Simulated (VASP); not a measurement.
# KF (Amm2) in VASP: single point with LDA

Aim: the single point of KF with LDA.

All numbers are computed with VASP 6.6.1; they aren't measurements. Logs are shortened: lines on timing, memory, paths and dates and some standing lists are left out, and cuts for length are marked.

## 1. The cell of the first run

The structure is orthorhombic, space group Amm2 (No. 38). Conventional cell: a = 3.259 Å, b = 4.609 Å, c = 4.609 Å, α = 90.00°, β = 90.00°, γ = 90.00°. Within 3.4 Å of K (site symmetry mm2) lie 8 F at 2.57 to 3.09 Å and 6 K at 3.26 Å. Within 3.4 Å of F (site symmetry mm2) lie 8 K at 2.57 to 3.09 Å and 6 F at 3.26 Å.

## 2. Single point, LDA (atom 1 (K) moved by (-0.225, -0.225) A along y and z)

File INCAR:

```
ALGO     = Normal         # electronic algorithm
EDIFF    = 1E-6           # SCF threshold, eV
ENCUT    = 520            # plane-wave cutoff, eV
GGA      = CA             # functional
ISIF     = 2              # what is computed and relaxed
ISMEAR   = 0              # smearing method
LASPH    = T              # aspherical terms in the spheres
LCHARG   = T              # write CHGCAR
LELF     = T              # ELF
LREAL    = F              # projectors in reciprocal space
LVHAR    = T            
LWAVE    = F              # write WAVECAR
NBANDS   = 15             # bands
NELM     = 100            # most SCF steps
PREC     = Accurate       # precision mode
SIGMA    = 0.05           # smearing width, eV
```

File KPOINTS:

```
k-points
0
Gamma
  8 8 8
```

File POSCAR:

```
KF
1.0
    3.2589550000      0.0000000000      0.0000000000
    0.0000000000      3.2589550000      0.0000000000
    0.0000000000      0.0000000000      3.2589550000
K F
1 1
Direct
    0.0000000000     -0.0690405360     -0.0690405360
    0.5000000000      0.5000000000      0.5000000000
```

Potentials or basis: VASP PAW LDA potentials, release 64 (K_sv, F).

On the command line:

```sh
$ cat potpaw_LDA.64/K_sv/POTCAR potpaw_LDA.64/F/POTCAR > POTCAR
$ mpirun -np 1 vasp_std > vasp.out
```

OUTCAR:

```text
EDIFF = 1E-6
   ENCUT = 520
   GGA = CA
   ISIF = 2
   ISMEAR = 0
   LASPH = T
   LREAL = F
   NELM = 100
   PREC = Accurate

 ion  position               nearest neighbor table
   1  0.000  0.931  0.931-   2 2.57   2 2.57   2 2.84   2 2.84   2 2.84   2 2.84
   2  0.500  0.500  0.500-   1 2.57   1 2.57   1 2.84   1 2.84   1 2.84   1 2.84

  LATTYP: Found a simple cubic cell.
 ALAT       =     3.2589550000

  Lattice vectors:

 A1 = (   3.2589550000,   0.0000000000,   0.0000000000)
 A2 = (   0.0000000000,   3.2589550000,   0.0000000000)
 A3 = (   0.0000000000,   0.0000000000,   3.2589550000)

Analysis of symmetry for initial positions (statically):
=====================================================================
 Subroutine PRICEL returns:
 Original cell was already a primitive cell.

 Routine SETGRP: Setting up the symmetry group for a
 simple cubic supercell.

 Subroutine GETGRP returns: Found  4 space group operations
 (whereof  4 operations were pure point group operations)
 out of a pool of 48 trial point group operations.

The static configuration has the point symmetry C_2v.

Analysis of symmetry for dynamics (positions and initial velocities):
=====================================================================
 Subroutine PRICEL returns:
 Original cell was already a primitive cell.

 Routine SETGRP: Setting up the symmetry group for a
 simple cubic supercell.

 Subroutine GETGRP returns: Found  4 space group operations
 (whereof  4 operations were pure point group operations)
 out of a pool of 48 trial point group operations.

The dynamic configuration has the point symmetry C_2v.

 Subroutine INISYM returns: Found  4 space group operations
 (whereof  4 operations are pure point group operations),
 and found     1 'primitive' translations

----------------------------------------------------------------------------------------

                                     Primitive cell

  volume of cell :      34.6127

  direct lattice vectors                    reciprocal lattice vectors
     3.258955000  0.000000000  0.000000000     0.306846827  0.000000000  0.000000000
     0.000000000  3.258955000  0.000000000     0.000000000  0.306846827  0.000000000
     0.000000000  0.000000000  3.258955000     0.000000000  0.000000000  0.306846827

  length of vectors
[... 89 lines left out ...]
   ISYM   =      2    0-nonsym 1-usesym 2-fastsym
   POTIM  = 0.5000    time-step for ionic-motion
   TEBEG  =    0.0;   TEEND  =   0.0 temperature during run
   PSTRESS=    0.0 pullay stress
   NELECT =      16.0000    total number of electrons
   NUPDOWN=      -1.0000    fix difference up-down
   EMIN   =  10.00;   EMAX   =-10.00  energy-range for DOS
   EFERMI =   0.00;   METHOD = LEGACY
   ISMEAR =     0;   SIGMA  =   0.05  broadening in eV -4-tet -1-fermi 0-gaus
   EFERMI_NEDOS =   21; number of points for ismear=-14 and -15
   IALGO  =     38    algorithm
   IMIX   =      4    mixing-type and parameters
     AMIX     =   0.40;   BMIX     =  1.00
     AMIX_MAG =   1.60;   BMIX_MAG =  1.00
  volume/ion in A,a.u.               =      17.31       116.79
  Fermi-wavevector in a.u.,A,eV,Ry     =   1.265814  2.392041 21.800402  1.602284
  Thomas-Fermi vector in A             =   2.399047
   LORBIT       =      0    0 simple, 1 ext, 2 COOP (PROOUT), +10 PAW based schemes
   GGA     = CA    functional components
   LHFCALC =     F    Hartree Fock is set to
   AEXX    =    0.0000 exact exchange contribution
   IVDW    =     0    specifies the selected vdW correction
   LEPSILON=     F    determine dielectric tensor
   LRPA    =     F    only Hartree local field effects (RPA)
 non-spin polarized calculation
 Gauss-broadening in eV      SIGMA  =   0.05
  energy-cutoff  :      520.00
  volume of cell :       34.61
 maximum number of plane-waves:       952
   NGX = 13   NGY = 13   NGZ = 13

 number of electron      15.9999988 magnetization

 Free energy of the ion-electron system (eV)
  ---------------------------------------------------
  ext. energy  EPLUGINS =         0.00000000
  ---------------------------------------------------
  free energy    TOTEN  =        -8.84346837 eV

  energy without entropy =       -8.84346837  energy(sigma->0) =       -8.84346837

 E-fermi :  -2.3150     XC(G=0):  -9.6983

 val. band max:       -2.5337109725   @ k =   0.5000   0.5000   0.0000
 cond. band min:       3.4150341591   @ k =   0.0000   0.0000   0.0000
 fundamental gap:      5.9487451316
 Fermi energy:        -2.3149521716

 k-point     1 :       0.0000    0.0000    0.0000
  band No.  band energies     occupation
      1     -28.9101      2.00000
      2     -20.9760      2.00000
      3     -12.1561      2.00000
      4     -12.1531      2.00000
      5     -12.1460      2.00000
      6      -2.6193      2.00000
      7      -2.5619      2.00000
      8      -2.5610      2.00000
      9       3.4150      0.00000
     10       5.7169      0.00000
     11       5.8435      0.00000
     12      11.4558      0.00000
     13      11.4604      0.00000
     14      11.4895      0.00000
[... 401 lines left out ...]
      2     -20.9813      2.00000
      3     -12.5937      2.00000
      4     -12.4497      2.00000
      5     -12.0496      2.00000
      6      -3.2208      2.00000
      7      -2.8775      2.00000
      8      -2.5937      2.00000
      9       5.5929      0.00000
     10       6.7882      0.00000
     11       7.8105      0.00000
     12       9.5201      0.00000
     13      10.3015      0.00000
     14      10.7685      0.00000
     15      15.4947      0.00000

 [... further k-points ...]

------------------------ aborting loop because EDIFF is reached ----------------------------------------

  FORCE on cell =-STRESS in cart. coord.  units (eV):
  Direction    XX          YY          ZZ          XY          YZ          ZX
  --------------------------------------------------------------------------------------
  -------------------------------------------------------------------------------------
  Total       -0.9334274     -0.9316024     -0.9316024      0.0000000      0.2379991      0.0000000
  in kB      -43.2071915    -43.1227133    -43.1227133      0.0000000     11.0166802      0.0000000
  external PRESSURE =     -43.1508727 kB  Pullay stress =       0.0000000 kB

 VOLUME and BASIS-vectors are now :
 -----------------------------------------------------------------------------
  energy-cutoff  :      520.00
  volume of cell :       34.61
      direct lattice vectors                 reciprocal lattice vectors
     3.258955000  0.000000000  0.000000000     0.306846827  0.000000000  0.000000000
     0.000000000  3.258955000  0.000000000     0.000000000  0.306846827  0.000000000
     0.000000000  0.000000000  3.258955000     0.000000000  0.000000000  0.306846827

 POSITION                                       TOTAL-FORCE (eV/Angst)
 -----------------------------------------------------------------------------------
      0.00000      3.03396      3.03396         0.000000      0.146257      0.146257
      1.62948      1.62948      1.62948         0.000000     -0.146257     -0.146257
 -----------------------------------------------------------------------------------
    total drift:                                0.000000      0.000122      0.000122

  FREE ENERGIE OF THE ION-ELECTRON SYSTEM (eV)
  ---------------------------------------------------
  free  energy   TOTEN  =        -8.8434683681 eV

  energy  without entropy=       -8.8434683681  energy(sigma->0) =       -8.84346837
```

OSZICAR:

```text
N       E                     dE             d eps       ncg     rms          rms(c)
DAV:   1     0.980950737053E+02    0.98095E+02   -0.77189E+03  3150   0.100E+03
DAV:   2    -0.525202893131E+01   -0.10335E+03   -0.96221E+02  4078   0.284E+02
DAV:   3    -0.989232288741E+01   -0.46403E+01   -0.46184E+01  4647   0.502E+01
DAV:   4    -0.100147964555E+02   -0.12247E+00   -0.12245E+00  4124   0.673E+00
DAV:   5    -0.100159181491E+02   -0.11217E-02   -0.11217E-02  4484   0.635E-01    0.585E+00
DAV:   6    -0.894360780347E+01    0.10723E+01   -0.26390E+00  3374   0.139E+01    0.406E+00
DAV:   7    -0.888123683914E+01    0.62371E-01   -0.83017E-02  4017   0.237E+00    0.229E+00
DAV:   8    -0.884328046650E+01    0.37956E-01   -0.47615E-02  3843   0.215E+00    0.240E-01
DAV:   9    -0.884344479344E+01   -0.16433E-03   -0.26480E-03  3684   0.496E-01    0.926E-02
DAV:  10    -0.884346155179E+01   -0.16758E-04   -0.20793E-04  4595   0.151E-01    0.579E-02
DAV:  11    -0.884347343857E+01   -0.11887E-04   -0.28446E-05  3718   0.655E-02    0.183E-02
DAV:  12    -0.884346830483E+01    0.51337E-05   -0.94873E-06  3709   0.381E-02    0.192E-03
DAV:  13    -0.884346836811E+01   -0.63279E-07   -0.63400E-07  2479   0.762E-03
   1 F= -.88434684E+01 E0= -.88434684E+01  d E =-.745917E-12
```

Wall time 22 s (1 thread of Intel Xeon 6975P-C, shared host); peak memory 0.16 GiB.

What came out:

```
Free energy            : -8.8435 eV
Pressure               : -4.3 GPa
Largest force          : 0.207 eV/Å
Band gap on the k mesh : 5.95 eV, indirect (least direct gap 5.98 eV)
```

Forces in eV/Å, atoms in the order of the input:
```
K    0.000  0.146  0.146
F    0.000 -0.146 -0.146
```

Stress tensor (GPa, compression positive):
```
-4.32  0.00  0.00
 0.00 -4.31  1.10
 0.00  1.10 -4.31
```

Levels at points of the mesh, in eV from the valence-band top:
| k point | band 4 | band 5 | band 6 | band 7 | band 8 | band 9 | band 10 | band 11 | band 12 | band 13 |
| --- | --- | --- | --- | --- | --- | --- | --- | --- | --- | --- |
| (0.00, 0.00, 0.00) | -9.62 | -9.61 | -0.09 | -0.03 | -0.03 | 5.95 | 8.25 | 8.38 | 13.99 | 13.99 |
| (0.50, 0.00, 0.00) | -9.52 | -9.51 | -1.20 | -0.14 | -0.12 | 9.05 | 9.19 | 10.33 | 12.07 | 13.01 |
| (0.00, 0.50, 0.00) | -9.51 | -9.50 | -1.22 | -0.16 | -0.11 | 9.10 | 9.30 | 10.45 | 12.44 | 12.49 |
| (0.50, 0.50, 0.00) | -10.42 | -9.42 | -0.58 | -0.58 | 0.00 | 8.42 | 8.86 | 11.83 | 11.91 | 13.90 |
| (0.00, 0.50, 0.50) | -10.40 | -9.41 | -0.60 | -0.59 | -0.03 | 8.24 | 8.93 | 11.89 | 12.06 | 13.89 |
| (0.50, 0.50, 0.50) | -10.24 | -10.24 | -1.04 | -0.98 | -0.96 | 10.11 | 10.30 | 10.38 | 14.87 | 15.36 |

Caveat: the cell differs from its parent crystal (atom 1 (K) moved by (-0.225, -0.225) A along y and z).
